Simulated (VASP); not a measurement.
# Nb2PdSe4 (P1) in VASP: relaxation of cell and atoms with PBE

Aim: the relaxation of cell and atoms of Nb2PdSe4 with PBE.

All numbers are computed with VASP 6.6.1; they aren't measurements. Logs are shortened: lines on timing, memory, paths and dates and some standing lists are left out, and cuts for length are marked.

### Step 1. The cell of the first run

The typed cell holds 7 atoms: a = 3.619 Å, b = 6.546 Å, c = 7.128 Å, α = 114.97°, β = 104.69°, γ = 92.63°.

### Step 2. Relaxation of cell and atoms, PBE

INCAR reads:

```
PREC     = Accurate       # precision mode
ENCUT    = 600            # plane-wave cutoff, eV
EDIFF    = 1E-6           # SCF threshold, eV
ISMEAR   = 0              # smearing method
SIGMA    = 0.2            # smearing width, eV
LREAL    = F              # projectors in reciprocal space
LASPH    = T              # aspherical terms in the spheres
NELM     = 60             # most SCF steps
ALGO     = Normal         # electronic algorithm
ISIF     = 3              # what is computed and relaxed
LWAVE    = F              # write WAVECAR
LCHARG   = F              # write CHGCAR
GGA      = PE             # functional
IBRION   = 2              # ionic algorithm
NSW      = 80             # ionic steps
EDIFFG   = -0.025         # ionic threshold
```

KPOINTS reads:

```
regular mesh
0
Gamma
  6 4 6
```

POSCAR reads:

```
Nb2PdSe4
1.0
   -0.0000090740      3.6175073859     -0.0915528626
   -2.8762153333     -0.1517209946      5.8786300196
    6.8944187949     -1.8084573938     -0.0242288382
Nb Pd Se
2 1 4
Direct
    0.7534782237      0.6797500887      0.4935265948
    0.2492159959      0.3230533202      0.5053998439
   -0.0128239681     -0.0070684669     -0.0073401726
    0.0959296650      0.4617206102      0.2140451587
    0.8860881996      0.5420340639      0.7850340782
    0.3545776128      0.0218134650      0.7227071255
    0.6735342711      0.9786969190      0.2866273715
```

Potentials or basis: VASP PAW PBE potentials, release 64 (Nb_sv, Pd, Se).

On the command line:

```sh
$ cat potpaw_PBE.64/Nb_sv/POTCAR potpaw_PBE.64/Pd/POTCAR potpaw_PBE.64/Se/POTCAR > POTCAR
$ mpirun -np 1 vasp_std > vasp.out
```

OUTCAR:

```text
PREC = Accurate
   ENCUT = 600
   EDIFF = 1E-6
   ISMEAR = 0
   LREAL = F
   LASPH = T
   NELM = 60
   ISIF = 3
   GGA = PE
   IBRION = 2
   NSW = 80
   EDIFFG = -0.025

 ion  position               nearest neighbor table
   1  0.753  0.680  0.494-   5 2.54   4 2.56   4 2.56   6 2.66   6 2.86   7 2.89   2 2.94   2 3.03
                             3 3.12
   2  0.249  0.323  0.505-   5 2.51   4 2.55   7 2.61   5 2.62   7 2.90   1 2.94   1 3.03   3 3.21

   3  0.987  0.993  0.993-   5 2.64   7 2.65   6 2.66   6 2.66   4 2.75   7 2.85   1 3.12   2 3.21

   4  0.096  0.462  0.214-   2 2.55   1 2.56   1 2.56   3 2.75
   5  0.886  0.542  0.785-   2 2.51   1 2.54   2 2.62   3 2.64
   6  0.355  0.022  0.723-   1 2.66   3 2.66   3 2.66   1 2.86
   7  0.674  0.979  0.287-   2 2.61   3 2.65   3 2.85   1 2.89   2 2.90

  LATTYP: Found a triclinic cell.
 ALAT       =     7.1287413108
 B/A-ratio  =     1.6313384594
 C/A-ratio  =     1.0333230807
 COS(alpha) =     0.0037729013
 COS(beta)  =     0.4471181900
 COS(gamma) =     0.8637075173

  Lattice vectors:

 A1 = (  -6.8944097209,  -1.8090499921,   0.1157817008)
 A2 = (  -9.7706250542,  -1.9607709867,   5.9944117204)
 A3 = (  -4.0182034616,   1.9601783884,  -5.8544011814)

Analysis of symmetry for initial positions (statically):
=====================================================================
 Subroutine PRICEL returns:
 Original cell was already a primitive cell.

 Routine SETGRP: Setting up the symmetry group for a
 triclinic supercell.

 Subroutine GETGRP returns: Found  1 space group operations
 (whereof  1 operations were pure point group operations)
 out of a pool of  2 trial point group operations.

The static configuration has the point symmetry C_1 .

Analysis of symmetry for dynamics (positions and initial velocities):
=====================================================================
 Subroutine PRICEL returns:
 Original cell was already a primitive cell.

 Routine SETGRP: Setting up the symmetry group for a
 triclinic supercell.

 Subroutine GETGRP returns: Found  1 space group operations
 (whereof  1 operations were pure point group operations)
 out of a pool of  2 trial point group operations.

The dynamic configuration has the point symmetry C_1 .

 Subroutine INISYM returns: Found  1 space group operations
 (whereof  1 operations are pure point group operations),
 and found     1 'primitive' translations

----------------------------------------------------------------------------------------

                                     Primitive cell

  volume of cell :     145.7925

  direct lattice vectors                    reciprocal lattice vectors
    -0.000009074  3.617507386 -0.091552863     0.072945669  0.277518137  0.042852293
    -2.876215333 -0.151720995  5.878630020     0.001736835  0.004329470  0.171069174
     6.894418795 -1.808457394 -0.024228838     0.145769528  0.001806534  0.071366737

  length of vectors
     3.618665723  6.546290920  7.127700590     0.290127052  0.171132765  0.162312137

  position of ions in fractional coordinates (direct lattice)
     0.753478224  0.679750089  0.493526595
     0.249215996  0.323053320  0.505399844
     0.987176032  0.992931533  0.992659827
     0.095929665  0.461720610  0.214045159
     0.886088200  0.542034064  0.785034078
     0.354577613  0.021813465  0.722707126
     0.673534271  0.978696919  0.286627372

  ion indices of the primitive-cell ions
   primitive index   ion index
                 1           1
                 2           2
                 3           3
                 4           4
                 5           5
                 6           6
                 7           7

----------------------------------------------------------------------------------------

 KPOINTS: regular mesh

Automatic generation of k-mesh.
 Grid dimensions read from file:
 generate k-points for:    6    4    6

 Generating k-lattice:

  Cartesian coordinates                     Fractional coordinates (reciprocal lattice)
     0.012157611  0.046253023  0.007142049     0.166666667  0.000000000 -0.000000000
     0.000434209  0.001082367  0.042767294    -0.000000000  0.250000000  0.000000000
     0.024294921  0.000301089  0.011894456    -0.000000000  0.000000000  0.166666667

  Length of vectors
     0.048354509  0.042783191  0.027052023

  Shift w.r.t. Gamma in fractional coordinates (k-lattice)
     0.000000000  0.000000000  0.000000000

 Subroutine IBZKPT returns following result:
 ===========================================

 Found     76 irreducible k-points:

 Following reciprocal coordinates:
            Coordinates               Weight
  0.000000  0.000000  0.000000      1.000000
  0.166667  0.000000  0.000000      2.000000
  0.333333  0.000000  0.000000      2.000000
  0.500000  0.000000  0.000000      1.000000
  0.000000  0.250000 -0.000000      2.000000
  0.166667  0.250000 -0.000000      2.000000
[... 16 lines left out ...]
  0.333333  0.250000  0.166667      2.000000
  0.500000  0.250000  0.166667      2.000000
 [... further k-points ...]
   k-points           NKPTS =     76   k-points in BZ     NKDIM =     76   number of bands    NBANDS=     36
   number of dos      NEDOS =    301   number of ions     NIONS =      7
   total plane-waves  NPLWV =  97200
   dimension x,y,z NGX =    30 NGY =   54 NGZ =   60
   dimension x,y,z NGXF=    60 NGYF=  108 NGZF=  120
   ions per type =               2   1   4
   NGX,Y,Z   is equivalent  to a cutoff of  13.78, 13.71, 13.99 a.u.
   NGXF,Y,Z  is equivalent  to a cutoff of  27.56, 27.43, 27.99 a.u.
 SYSTEM =  unknown system
   PREC   = accura    normal or accurate (medium, high low for compatibility)
   ISTART =      0    job   : 0-new  1-cont  2-samecut
   ICHARG =      2    charge: 1-file 2-atom 10-const
   ISPIN  =      1    spin polarized calculation?
   LNONCOLLINEAR =      F non collinear calculations
   LSORBIT =      F    spin-orbit coupling
   LASPH  =      T    aspherical Exc in radial PAW
   ENCUT  =  600.0 eV  44.10 Ry    6.64 a.u.   7.23 13.07 14.24*2*pi/ulx,y,z
   NELM   =     60;   NELMIN=  2; NELMDL= -5     # of ELM steps
   EDIFF  = 0.1E-05   stopping-criterion for ELM
   LREAL  =      F    real-space projection
   EDIFFG = -.3E-01   stopping-criterion for IOM
   NSW    =     80    number of steps for IOM
   IBRION =      2    ionic relax: 0-MD 1-quasi-New 2-CG
   NFREE  =      1    steps in history (QN), initial steepest desc. (CG)
   ISIF   =      3    stress and relaxation
   ISYM   =      2    0-nonsym 1-usesym 2-fastsym
   POTIM  = 0.5000    time-step for ionic-motion
   TEBEG  =    0.0;   TEEND  =   0.0 temperature during run
   PSTRESS=    0.0 pullay stress
   NELECT =      60.0000    total number of electrons
   NUPDOWN=      -1.0000    fix difference up-down
   EMIN   =  10.00;   EMAX   =-10.00  energy-range for DOS
   EFERMI =   0.00;   METHOD = LEGACY
   ISMEAR =     0;   SIGMA  =   0.20  broadening in eV -4-tet -1-fermi 0-gaus
   EFERMI_NEDOS =   21; number of points for ismear=-14 and -15
   IALGO  =     38    algorithm
   IMIX   =      4    mixing-type and parameters
     AMIX     =   0.40;   BMIX     =  1.00
     AMIX_MAG =   1.60;   BMIX_MAG =  1.00
  volume/ion in A,a.u.               =      20.83       140.55
  Fermi-wavevector in a.u.,A,eV,Ry     =   1.217718  2.301154 20.175240  1.482838
  Thomas-Fermi vector in A             =   2.353029
   LORBIT       =      0    0 simple, 1 ext, 2 COOP (PROOUT), +10 PAW based schemes
   GGA     = PE    functional components
   LHFCALC =     F    Hartree Fock is set to
   AEXX    =    0.0000 exact exchange contribution
   IVDW    =     0    specifies the selected vdW correction
   LEPSILON=     F    determine dielectric tensor
   LRPA    =     F    only Hartree local field effects (RPA)
 conjugate gradient relaxation of ions
 non-spin polarized calculation
 Gauss-broadening in eV      SIGMA  =   0.20
  energy-cutoff  :      600.00
  volume of cell :      145.79
 maximum number of plane-waves:      4891
 NGX is ok and might be reduce to    30
   NGX = 15   NGY = 27   NGZ = 29

--------------------------------------- Ionic step        1  -------------------------------------------

 number of electron      60.0000000 magnetization

 Free energy of the ion-electron system (eV)
  ---------------------------------------------------
  ext. energy  EPLUGINS =         0.00000000
  ---------------------------------------------------
  free energy    TOTEN  =       -44.44609199 eV

  energy without entropy =      -44.36955619  energy(sigma->0) =      -44.40782409

------------------------ aborting loop because EDIFF is reached ----------------------------------------

  FORCE on cell =-STRESS in cart. coord.  units (eV):
  Direction    XX          YY          ZZ          XY          YZ          ZX
  --------------------------------------------------------------------------------------
  -------------------------------------------------------------------------------------
  Total        0.2318390     -2.4146584     -0.5880387      1.2269636      3.2942619      0.0650649
  in kB        2.5477807    -26.5357425     -6.4622158     13.4836419     36.2020912      0.7150272
  external PRESSURE =     -10.1500592 kB  Pullay stress =       0.0000000 kB
[... 104 lines left out ...]
  FREE ENERGIE OF THE ION-ELECTRON SYSTEM (eV)
  ---------------------------------------------------
  free  energy   TOTEN  =       -44.6373706030 eV

  energy  without entropy=      -44.5575602355  energy(sigma->0) =      -44.59746542

[... ionic steps 4 to 11 ...]

--------------------------------------- Ionic step       12  -------------------------------------------

 number of electron      59.9999999 magnetization

------------------------ aborting loop because EDIFF is reached ----------------------------------------
[... 77 lines left out ...]
--------------------------------------- Ionic step       14  -------------------------------------------

 number of electron      59.9999999 magnetization

 Free energy of the ion-electron system (eV)
  ---------------------------------------------------
  ext. energy  EPLUGINS =         0.00000000
  ---------------------------------------------------
  free energy    TOTEN  =       -44.70580711 eV

  energy without entropy =      -44.62597738  energy(sigma->0) =      -44.66589225

 E-fermi :   6.9818     XC(G=0): -10.8122

 val. band max:        6.9694436178   @ k =  -0.0000   0.0000   0.3333
 cond. band min:       7.0184192312   @ k =   0.1667  -0.2500   0.1667
 fundamental gap:      0.0489756134
 Fermi energy:         6.9818210610

 k-point     1 :       0.0000    0.0000    0.0000
  band No.  band energies     occupation
      1     -48.3291      2.00000
      2     -48.2751      2.00000
      3     -24.5539      2.00000
      4     -24.4994      2.00000
      5     -24.4286      2.00000
      6     -24.3649      2.00000
[... 925 lines left out ...]
     35       9.3986      0.00000
     36       9.8164      0.00000

 [... further k-points ...]
[... 5 lines left out ...]
  --------------------------------------------------------------------------------------
  -------------------------------------------------------------------------------------
  Total       -0.0123908      0.0077224      0.0238083     -0.0066335      0.0179786     -0.0000317
  in kB       -0.1402246      0.0873934      0.2694354     -0.0750708      0.2034618     -0.0003585
  external PRESSURE =       0.0722014 kB  Pullay stress =       0.0000000 kB
[... 22 lines left out ...]
  FREE ENERGIE OF THE ION-ELECTRON SYSTEM (eV)
  ---------------------------------------------------
  free  energy   TOTEN  =       -44.7058071093 eV

  energy  without entropy=      -44.6259773843  energy(sigma->0) =      -44.66589225

 reached required accuracy - stopping structural energy minimisation
```

Wall time 1.7 h (1 thread of Oxide Virtual Turin-like, shared host); peak memory 0.62 GiB.

Results:

* Free energy: -44.7058 eV
* Relaxed volume: 20.22 Å³/atom
* Relaxed cell: a = 3.522 Å, b = 6.487 Å, c = 7.099 Å, α = 114.92°, β = 104.23°, γ = 90.02°
* Space group after relaxing (to 0.1 Å): C2/m (No. 12)
* Energy gained by relaxing: 37.1 meV/atom
* Ionic steps: 14
* Pressure after relaxing: 0.0 GPa
* Largest force after relaxing: 0.024 eV/Å
* Band gap on the k mesh: zero (bands 30 and 31 overlap by 0.52 eV)

Forces in eV/Å, atoms in the order of the input:
```
Nb   0.005  0.002 -0.003
Nb   0.002 -0.012  0.001
Pd  -0.011  0.001  0.007
Se  -0.003 -0.011 -0.002
Se   0.001  0.001 -0.004
Se   0.008  0.022  0.001
Se  -0.002 -0.003  0.000
```

Step by step:
```csv
step,energy change (eV),largest force (eV/Å),pressure (GPa),volume (Å³)
1,0.0000,0.9301,-1.02,145.79
2,-0.1909,0.5607,-0.31,142.93
3,-0.1913,0.5833,-0.23,142.79
4,-0.2416,0.2572,0.10,141.49
5,-0.2431,0.3147,0.22,141.22
6,-0.2550,0.1570,-0.09,141.63
7,-0.2558,0.1326,-0.19,141.78
8,-0.2579,0.0642,0.24,141.33
9,-0.2579,0.0660,0.20,141.38
10,-0.2590,0.0378,-0.14,141.75
11,-0.2590,0.0377,-0.14,141.75
12,-0.2596,0.0310,0.01,141.56
13,-0.2596,0.0313,0.01,141.56
14,-0.2597,0.0238,0.01,141.57
```

Final structure:
```cif
data_structure
_symmetry_space_group_name_H-M 'P 1'
_symmetry_Int_Tables_number 1
_cell_length_a 3.5216
_cell_length_b 6.4874
_cell_length_c 7.0994
_cell_angle_alpha 114.922
_cell_angle_beta 104.234
_cell_angle_gamma 90.020
_cell_volume 141.57
loop_
_atom_site_label
_atom_site_type_symbol
_atom_site_fract_x
_atom_site_fract_y
_atom_site_fract_z
_atom_site_occupancy
Nb1 Nb 0.74820 0.68858 0.49540 1
Nb2 Nb 0.25229 0.31165 0.50435 1
Pd1 Pd 0.99979 0.99958 0.00038 1
Se1 Se 0.10718 0.45986 0.21073 1
Se2 Se 0.89346 0.54030 0.78908 1
Se3 Se 0.35610 0.02008 0.71556 1
Se4 Se 0.64298 0.97996 0.28450 1
```

The gap in the log of VASP goes by the Fermi energy; the results here count the filled bands.